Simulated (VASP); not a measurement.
Input of a VASP 6.6.1 run:

The input INCAR:

```
SYSTEM = SnO
ALGO     = Fast           ! electronic algorithm
EDIFF    = 1E-6           ! SCF threshold, eV
ENCUT    = 520            ! plane-wave cutoff, eV
GGA      = PS             ! functional
ISIF     = 2              ! what is computed and relaxed
ISMEAR   = 0              ! smearing method
LASPH    = .True.         ! aspherical terms in the spheres
LCHARG   = .False.        ! write CHGCAR
LREAL    = .False.        ! projectors in reciprocal space
LWAVE    = .False.        ! write WAVECAR
NBANDS   = 50             ! bands
NELM     = 80             ! most SCF steps
PREC     = Accurate       ! precision mode
SIGMA    = 0.15           ! smearing width, eV
```

The input KPOINTS:

```
k-points
0
Gamma
  10 10 4
  0 0 0
```

Contents of POSCAR:

```
SnO
1.0
    2.6904553516     -2.6904757566      0.0000000000
    2.6904553516      2.6904757566      0.0000000000
    0.0000000000      0.0000000000      9.4948200140
Sn O
4 4
Direct
    0.9991897041      0.0008102959      0.9998622097
    0.0008102959      0.9991897041      0.4998622097
    0.5008102959      0.4991897041      0.2571377902
    0.4991897041      0.5008102959      0.7571377902
   -0.0038663161      0.5038663161      0.3785000000
    0.9945742792      0.5054257208      0.8785000000
    0.4961336839      1.0038663161      0.3785000000
    0.4945742792      0.0054257208      0.8785000000
```

Potentials or basis: VASP PAW PBE potentials, release 64 (Sn_d, O).

Command:

```bash
$ cat potpaw_PBE.64/Sn_d/POTCAR potpaw_PBE.64/O/POTCAR > POTCAR
$ mpirun -np 1 vasp_std > vasp.out
```

Q: Estimate the band gap on the k mesh.

A: Zero (bands 40 and 41 overlap by 0.10 eV).

Q: Predict the pressure.

A: 0.3 GPa.

Q: Estimate the largest force.

A: 0.135 eV/Å.

Forces on the atoms (eV/Å):
```
Sn   0.000  0.091  0.094
Sn   0.000  0.097  0.094
Sn   0.000  0.097 -0.094
Sn   0.000  0.091 -0.094
O    0.000 -0.092  0.000
O    0.000 -0.096  0.000
O    0.000 -0.092  0.000
O    0.000 -0.096  0.000
```

Caveat: the cell differs from its parent crystal (all O atoms moved +0.025 Å, as atom 5 along Cartesian [0 1 0]); semilocal functionals underestimate gaps, and a narrow one can read as zero; the PAW data sets were made with another functional, which shifts forces and pressure a little; spin-orbit coupling is left out, which moves the levels of the heavy elements.
